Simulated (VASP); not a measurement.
# Rb (Im-3m) in VASP: notebook

The runs below take Rb through single point, with r2SCAN, PBE, PBEsol, RPBE.

All numbers are computed with VASP 6.6.1; they aren't measurements. Logs are shortened: lines on timing, memory, paths and dates and some standing lists are left out, and cuts for length are marked.

### 1 The cell of the first run

The structure is cubic, space group Im-3m (No. 229). The conventional cell has a = 5.529 Å, b = 5.529 Å, c = 5.529 Å, α = 90.00°, β = 90.00°, γ = 90.00°.

### 2 Single point, r2SCAN

The input, POSCAR:

```
Rb
1.0
   -2.7646237353      2.7646237353      2.7646237353
    2.7646237353     -2.7646237353      2.7646237353
    2.7646237353      2.7646237353     -2.7646237353
Rb
1
Direct
    0.0000000000      0.0000000000      0.0000000000
```

The input, INCAR.step1:

```
SYSTEM = Rb
PREC     = Accurate       ! precision mode
ENCUT    = 520            ! plane-wave cutoff, eV
ISMEAR   = -1             ! smearing method
SIGMA    = 0.05           ! smearing width, eV
LREAL    = .False.        ! projectors in reciprocal space
LASPH    = .True.         ! aspherical terms in the spheres
NELM     = 100            ! most SCF steps
NBANDS   = 10             ! bands
GGA      = PE             ! functional
ALGO     = Normal         ! electronic algorithm
EDIFF    = 1E-4           ! SCF threshold, eV
LWAVE    = .True.         ! write WAVECAR
LCHARG   = .False.        ! write CHGCAR
```

The input, INCAR.step2:

```
SYSTEM = Rb
PREC     = Accurate       ! precision mode
ENCUT    = 520            ! plane-wave cutoff, eV
EDIFF    = 1E-6           ! SCF threshold, eV
ISMEAR   = -1             ! smearing method
SIGMA    = 0.05           ! smearing width, eV
LREAL    = .False.        ! projectors in reciprocal space
LASPH    = .True.         ! aspherical terms in the spheres
NELM     = 100            ! most SCF steps
ALGO     = Normal         ! electronic algorithm
ISIF     = 2              ! what is computed and relaxed
LWAVE    = .False.        ! write WAVECAR
LCHARG   = .True.         ! write CHGCAR
METAGGA  = R2SCAN         ! meta-GGA
LMIXTAU  = .True.       
LELF     = .True.         ! ELF
LVHAR    = .True.       
NBANDS   = 10             ! bands
ISTART   = 1
```

The input, KPOINTS:

```
regular mesh
0
Gamma
  7 7 7
  0 0 0
```

Potentials or basis: VASP PAW PBE potentials, release 64 (Rb_sv).

Command:

```
> cat potpaw_PBE.64/Rb_sv/POTCAR > POTCAR
> cp INCAR.step1 INCAR
> mpirun -np 1 vasp_std > vasp.out
> cp INCAR.step2 INCAR
> mpirun -np 1 vasp_std > vasp.out
```

OUTCAR:

```text
SYSTEM = Rb
   PREC = Accurate
   ENCUT = 520
   EDIFF = 1E-6
   ISMEAR = -1
   LREAL = .False.
   LASPH = .True.
   NELM = 100
   ISIF = 2
   METAGGA = R2SCAN
   ISTART = 1

 ion  position               nearest neighbor table
   1  0.000  0.000  0.000-

  LATTYP: Found a body centered cubic cell.
 ALAT       =     5.5292474706

  Lattice vectors:

 A1 = (  -2.7646237353,   2.7646237353,   2.7646237353)
 A2 = (   2.7646237353,  -2.7646237353,   2.7646237353)
 A3 = (   2.7646237353,   2.7646237353,  -2.7646237353)

Analysis of symmetry for initial positions (statically):
=====================================================================
 Subroutine PRICEL returns:
 Original cell was already a primitive cell.

 Routine SETGRP: Setting up the symmetry group for a
 body centered cubic supercell.

 Subroutine GETGRP returns: Found 48 space group operations
 (whereof 48 operations were pure point group operations)
 out of a pool of 48 trial point group operations.

The static configuration has the point symmetry O_h .

Analysis of symmetry for dynamics (positions and initial velocities):
=====================================================================
 Subroutine PRICEL returns:
 Original cell was already a primitive cell.

 Routine SETGRP: Setting up the symmetry group for a
 body centered cubic supercell.

 Subroutine GETGRP returns: Found 48 space group operations
 (whereof 48 operations were pure point group operations)
 out of a pool of 48 trial point group operations.

The dynamic configuration has the point symmetry O_h .

 Subroutine INISYM returns: Found 48 space group operations
 (whereof 48 operations are pure point group operations),
 and found     1 'primitive' translations

----------------------------------------------------------------------------------------

                                     Primitive cell

  volume of cell :      84.5217

  direct lattice vectors                    reciprocal lattice vectors
    -2.764623735  2.764623735  2.764623735     0.000000000  0.180856438  0.180856438
     2.764623735 -2.764623735  2.764623735     0.180856438  0.000000000  0.180856438
     2.764623735  2.764623735 -2.764623735     0.180856438  0.180856438  0.000000000

  length of vectors
     4.788468773  4.788468773  4.788468773     0.255769627  0.255769627  0.255769627

  position of ions in fractional coordinates (direct lattice)
     0.000000000  0.000000000  0.000000000

  ion indices of the primitive-cell ions
   primitive index   ion index
                 1           1

----------------------------------------------------------------------------------------

 KPOINTS: regular mesh

Automatic generation of k-mesh.
 Grid dimensions read from file:
 generate k-points for:    7    7    7

 Generating k-lattice:

  Cartesian coordinates                     Fractional coordinates (reciprocal lattice)
     0.000000000  0.025836634  0.025836634     0.142857143  0.000000000  0.000000000
     0.025836634  0.000000000  0.025836634     0.000000000  0.142857143  0.000000000
     0.025836634  0.025836634  0.000000000     0.000000000  0.000000000  0.142857143

  Length of vectors
     0.036538518  0.036538518  0.036538518

  Shift w.r.t. Gamma in fractional coordinates (k-lattice)
     0.000000000  0.000000000  0.000000000

 Subroutine IBZKPT returns following result:
 ===========================================

 Found     20 irreducible k-points:

 Following reciprocal coordinates:
            Coordinates               Weight
  0.000000  0.000000  0.000000      1.000000
  0.142857  0.000000  0.000000     12.000000
  0.285714  0.000000  0.000000     12.000000
  0.428571  0.000000  0.000000     12.000000
  0.142857  0.142857  0.000000     24.000000
  0.285714  0.142857  0.000000     48.000000
[... 12 lines left out ...]
 -0.428571 -0.428571  0.285714      8.000000
 -0.428571  0.428571  0.428571      6.000000
   k-points           NKPTS =     20   k-points in BZ     NKDIM =     20   number of bands    NBANDS=     10
   number of dos      NEDOS =    301   number of ions     NIONS =      1
   total plane-waves  NPLWV =  46656
   dimension x,y,z NGX =    36 NGY =   36 NGZ =   36
   dimension x,y,z NGXF=    72 NGYF=   72 NGZF=   72
   ions per type =               1
   NGX,Y,Z   is equivalent  to a cutoff of  12.50, 12.50, 12.50 a.u.
   NGXF,Y,Z  is equivalent  to a cutoff of  25.00, 25.00, 25.00 a.u.
 SYSTEM =  Rb
   PREC   = accura    normal or accurate (medium, high low for compatibility)
   ISTART =      1    job   : 0-new  1-cont  2-samecut
   ICHARG =      0    charge: 1-file 2-atom 10-const
   ISPIN  =      1    spin polarized calculation?
   LNONCOLLINEAR =      F non collinear calculations
   LSORBIT =      F    spin-orbit coupling
   LASPH  =      T    aspherical Exc in radial PAW
   ENCUT  =  520.0 eV  38.22 Ry    6.18 a.u.   8.90  8.90  8.90*2*pi/ulx,y,z
   NELM   =    100;   NELMIN=  2; NELMDL=  0     # of ELM steps
   EDIFF  = 0.1E-05   stopping-criterion for ELM
   LREAL  =      F    real-space projection
   EDIFFG = 0.1E-04   stopping-criterion for IOM
   NSW    =      0    number of steps for IOM
   IBRION =     -1    ionic relax: 0-MD 1-quasi-New 2-CG
   NFREE  =      0    steps in history (QN), initial steepest desc. (CG)
   ISIF   =      2    stress and relaxation
   ISYM   =      2    0-nonsym 1-usesym 2-fastsym
   POTIM  = 0.5000    time-step for ionic-motion
   TEBEG  =    0.0;   TEEND  =   0.0 temperature during run
   PSTRESS=    0.0 pullay stress
   NELECT =       9.0000    total number of electrons
   NUPDOWN=      -1.0000    fix difference up-down
   EMIN   =  10.00;   EMAX   =-10.00  energy-range for DOS
   EFERMI =   0.00;   METHOD = LEGACY
   ISMEAR =    -1;   SIGMA  =   0.05  broadening in eV -4-tet -1-fermi 0-gaus
   EFERMI_NEDOS =   21; number of points for ismear=-14 and -15
   IALGO  =     38    algorithm
   IMIX   =      4    mixing-type and parameters
     AMIX     =   0.40;   BMIX     =  1.00
     AMIX_MAG =   1.60;   BMIX_MAG =  1.00
  volume/ion in A,a.u.               =      84.52       570.38
  Fermi-wavevector in a.u.,A,eV,Ry     =   0.775949  1.466330  8.192017  0.602096
  Thomas-Fermi vector in A             =   1.878323
   LORBIT       =      0    0 simple, 1 ext, 2 COOP (PROOUT), +10 PAW based schemes
   METAGGA = R2SCAN    functional components
   LHFCALC =     F    Hartree Fock is set to
   AEXX    =    0.0000 exact exchange contribution
   IVDW    =     0    specifies the selected vdW correction
   LEPSILON=     F    determine dielectric tensor
   LRPA    =     F    only Hartree local field effects (RPA)
 non-spin polarized calculation
  energy-cutoff  :      520.00
  volume of cell :       84.52
 maximum number of plane-waves:      2302
   NGX = 17   NGY = 17   NGZ = 17

 number of electron       9.0000000 magnetization

 Free energy of the ion-electron system (eV)
  ---------------------------------------------------
  ext. energy  EPLUGINS =         0.00000000
  ---------------------------------------------------
  free energy    TOTEN  =       -13.91370882 eV

  energy without entropy =      -13.90644379  energy(sigma->0) =      -13.91007630

 E-fermi :   0.2420     XC(G=0):  -5.9114

 val. band max:        0.1827619826   @ k =  -0.2857   0.4286   0.1429
 cond. band min:       0.3661543930   @ k =  -0.4286   0.4286   0.1429
 fundamental gap:      0.1833924104
 Fermi energy:         0.2420130719

 k-point     1 :       0.0000    0.0000    0.0000
  band No.  band energies     occupation
      1     -29.7982      2.00000
      2     -13.2795      2.00000
      3     -13.2795      2.00000
      4     -13.2795      2.00000
      5      -1.9412      2.00000
      6       4.4269      0.00000
      7       4.4269      0.00000
      8       4.4269      0.00000
      9       5.4463      0.00000
     10       5.4463      0.00000

 k-point     2 :       0.1429    0.0000    0.0000
  band No.  band energies     occupation
      1     -29.7970      2.00000
      2     -13.3038      2.00000
      3     -13.2870      2.00000
      4     -13.2796      2.00000
      5      -1.6715      2.00000
      6       3.8908      0.00000
      7       4.0629      0.00000
      8       4.6803      0.00000
      9       5.1414      0.00000
     10       5.3387      0.00000

 k-point     3 :       0.2857    0.0000    0.0000
  band No.  band energies     occupation
      1     -29.7943      2.00000
      2     -13.3573      2.00000
      3     -13.3040      2.00000
      4     -13.2798      2.00000
      5      -0.9170      2.00000
      6       2.6500      0.00000
      7       3.5027      0.00000
      8       5.3218      0.00000
      9       5.3360      0.00000
     10       5.4187      0.00000

 k-point     4 :       0.4286    0.0000    0.0000
  band No.  band energies     occupation
      1     -29.7921      2.00000
      2     -13.3992      2.00000
      3     -13.3175      2.00000
      4     -13.2800      2.00000
      5       0.1527      1.71311
      6       1.4494      0.00000
      7       3.1718      0.00000
      8       5.2539      0.00000
      9       5.6993      0.00000
     10       6.5210      0.00000
[... 170 lines left out ...]
 k-point    18 :      -0.4286    0.4286    0.2857
  band No.  band energies     occupation
      1     -29.7890      2.00000
      2     -13.3773      2.00000
      3     -13.3461      2.00000
      4     -13.3340      2.00000
      5       0.8626      0.00001
      6       1.7236      0.00000
      7       3.3702      0.00000
      8       3.6394      0.00000
      9       4.6948      0.00000
     10       6.4874      0.00000

 k-point    19 :      -0.4286   -0.4286    0.2857
  band No.  band energies     occupation
      1     -29.7882      2.00000
      2     -13.3688      2.00000
      3     -13.3688      2.00000
      4     -13.3373      2.00000
      5       1.4397      0.00000
      6       1.4397      0.00000
      7       2.8640      0.00000
      8       4.3450      0.00000
      9       4.3450      0.00000
     10       6.3982      0.00000

 k-point    20 :      -0.4286    0.4286    0.4286
  band No.  band energies     occupation
      1     -29.7874      2.00000
      2     -13.3664      2.00000
      3     -13.3618      2.00000
      4     -13.3618      2.00000
      5       1.3287      0.00000
      6       1.5954      0.00000
      7       3.8526      0.00000
      8       3.9002      0.00000
      9       3.9002      0.00000
     10       6.7972      0.00000

------------------------ aborting loop because EDIFF is reached ----------------------------------------

  FORCE on cell =-STRESS in cart. coord.  units (eV):
  Direction    XX          YY          ZZ          XY          YZ          ZX
  --------------------------------------------------------------------------------------
  -------------------------------------------------------------------------------------
  Total        0.1961978      0.1961978      0.1961978     -0.0000000     -0.0000000      0.0000000
  in kB        3.7190896      3.7190896      3.7190896     -0.0000000     -0.0000000      0.0000000
  external PRESSURE =       3.7190896 kB  Pullay stress =       0.0000000 kB

 VOLUME and BASIS-vectors are now :
 -----------------------------------------------------------------------------
  energy-cutoff  :      520.00
  volume of cell :       84.52
      direct lattice vectors                 reciprocal lattice vectors
    -2.764623735  2.764623735  2.764623735     0.000000000  0.180856438  0.180856438
     2.764623735 -2.764623735  2.764623735     0.180856438  0.000000000  0.180856438
     2.764623735  2.764623735 -2.764623735     0.180856438  0.180856438  0.000000000

 POSITION                                       TOTAL-FORCE (eV/Angst)
 -----------------------------------------------------------------------------------
      0.00000      0.00000      0.00000        -0.000000      0.000000     -0.000000
 -----------------------------------------------------------------------------------
    total drift:                               -0.000000      0.000000      0.000000

  FREE ENERGIE OF THE ION-ELECTRON SYSTEM (eV)
  ---------------------------------------------------
  free  energy   TOTEN  =       -13.9137088158 eV

  energy  without entropy=      -13.9064437853  energy(sigma->0) =      -13.91007630
```

It took 48 s on 1 thread of Intel Xeon Platinum 8375C at 2.90GHz (Ice Lake), shared host; peak memory 0.21 GiB.

Results:

* Free energy: -13.9137 eV
* Pressure: 0.4 GPa

Levels at points of the mesh, in eV from the Fermi level:
| k point | band 2 | band 3 | band 4 | band 5 | band 6 | band 7 | band 8 | band 9 |
| --- | --- | --- | --- | --- | --- | --- | --- | --- |
| (0.00, 0.00, 0.00) | -13.52 | -13.52 | -13.52 | -2.18 | 4.18 | 4.18 | 4.18 | 5.20 |

Caveat: the PAW data sets were made with another functional, which shifts forces and pressure a little.

[end of part 1 of 2]
